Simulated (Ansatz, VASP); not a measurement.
# Two plane-wave programs on BP

Contents of INCAR:

```
  ALGO = Normal
  EDIFF = 1E-6
  ENCUT = 500
  GGA = PS
  GGA_COMPAT = False
  ISIF = 2
  ISMEAR = 0
  LASPH = True
  LCHARG = True
  LELF = True
  LREAL = False
  LVHAR = True
  LWAVE = False
  NBANDS = 11
  NELM = 120
  PREC = Accurate
  SIGMA = 0.02
```

File KPOINTS:

```
k-points
0
Gamma
  10 10 10
```

Contents of POSCAR:

```
BP
1.0
    0.0000000000      2.1901414087      2.1901414087
    2.1901414087      0.0000000000      2.1901414087
    2.1901414087      2.1901414087      0.0000000000
B P
1 1
Direct
    0.0000000000      0.0000000000      0.0000000000
    0.2500000000      0.2500000000      0.2500000000
```

Input for Ansatz:

```yaml
crystal:
  lattice:
    - [0.0, 2.1901414087, 2.1901414087]
    - [2.1901414087, 0.0, 2.1901414087]
    - [2.1901414087, 2.1901414087, 0.0]
  atoms:
    - { symbol: B, position: [0.0, 0.0, 0.0] }
    - { symbol: P, position: [0.25, 0.25, 0.25] }
basis:
  ecutwfc: 420
kpoints:
  mp_grid: { grid: [10, 10, 10] }
hamiltonian:
  xc: pbesol
scf:
  occupations: { method: gaussian, width: 0.02 }
output:
  forces: true
  stress: true
  eigenvalues: true
```

Alike in both runs: task single point; functional PBEsol; k mesh 10 × 10 × 10; occupations gaussian, width 0.02 eV; no spin polarisation.

```csv
,VASP,Ansatz
version,VASP 6.6.1,Ansatz 0.2.0
potentials or method,"VASP PAW PBE potentials, release 64 (B, P), cutoff 500 eV","scalar-relativistic, plane waves, PAW"
valence electrons in the cell,8,8
```

|  | VASP | Ansatz | Ansatz less VASP |
| --- | --- | --- | --- |
| gap on the k mesh at the Fermi level (eV) | 0.99 | 0.99 | +0.005 |
| least direct gap on the mesh (eV) | 3.54 | 3.55 | +0.008 |
| pressure (GPa) | 19.2 | 19.1 | -0.10 |

VASP's potentials were made for PBE, not for PBEsol.
